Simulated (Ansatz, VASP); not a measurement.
One calculation of SiNi, two programs

```
Ni Si
1.0
     4.50369    0.00000    0.00000
     0.00000    4.50369    0.00000
     0.00000    0.00000    4.50369
Ni Si
4 4
Cartesian
  0.6733 0.6733 0.6733
  2.9252 1.5785 3.8304
  3.8304 2.9252 1.5785
  1.5785 3.8304 2.9252
  3.8139 3.8139 3.8139
  1.5620 2.9417 0.6898
  0.6898 1.5620 2.9417
  2.9417 0.6898 1.5620
```

Alike in both runs: functional BLYP; k mesh 6 × 6 × 6; occupations fermi-dirac, width 0.05 eV; collinear spin.

|  | VASP | Ansatz |
| --- | --- | --- |
| version | VASP 6.6.1 | Ansatz 0.2.0 |
| potentials or method | VASP PAW PBE potentials, release 64 (Ni, Si) | Ansatz PAW |
| plane-wave cutoff (eV) | 520 | 420 |
| valence electrons in the cell | 56 | 88 |
| task | single point | band structure |

|  | VASP | Ansatz | Ansatz less VASP |
| --- | --- | --- | --- |
| gap on the k mesh at the Fermi level (eV) | none | none | - |
| pressure (GPa) | 11.6 | 11.0 | -0.64 |
| rms of the force components (eV/Å) | 0.026 | 0.027 | +0.0009 |
| net moment per atom (μB) | 0.00 | 0.00 | 0.000 |

VASP's potentials were made for PBE, not for BLYP. Atom by atom the forces differ by 0.002 eV/Å (rms over components). A gap of «none» marks a metal or a gap that the smearing closes. VASP's potentials hold 56 valence electrons a cell and Ansatz's 88, so a difference there can come from the potentials and not from the codes.
